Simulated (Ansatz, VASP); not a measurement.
Bi3O: VASP beside Ansatz

```
Bi O
1.0
     4.84265    0.00000    0.00000
     0.00000    4.84265    0.00000
     0.00000    0.00000    4.84265
Bi O
3 1
Direct
  0.00000 0.50000 0.50000
  0.50000 0.00000 0.50000
  0.50000 0.50000 0.00000
  0.50000 0.50000 0.50000
```

Alike in both runs: task single point; functional PBE; k mesh 4 × 4 × 4; occupations gaussian, width 0.1 eV; no spin polarisation.

```csv
,VASP,Ansatz
version,VASP 6.6.1,Ansatz 0.2.0
potentials or method,"VASP PAW PBE potentials, release 64 (Bi_d, O), cutoff 520 eV","scalar-relativistic, plane waves, PAW"
valence electrons in the cell,51,51
```

|  | VASP | Ansatz | Ansatz less VASP |
| --- | --- | --- | --- |
| gap on the k mesh at the Fermi level (eV) | none | none | - |
| pressure (GPa) | 5.2 | 5.2 | +0.03 |

A gap of «none» marks a metal or a gap that the smearing closes.

Neither program's run includes spin-orbit coupling.
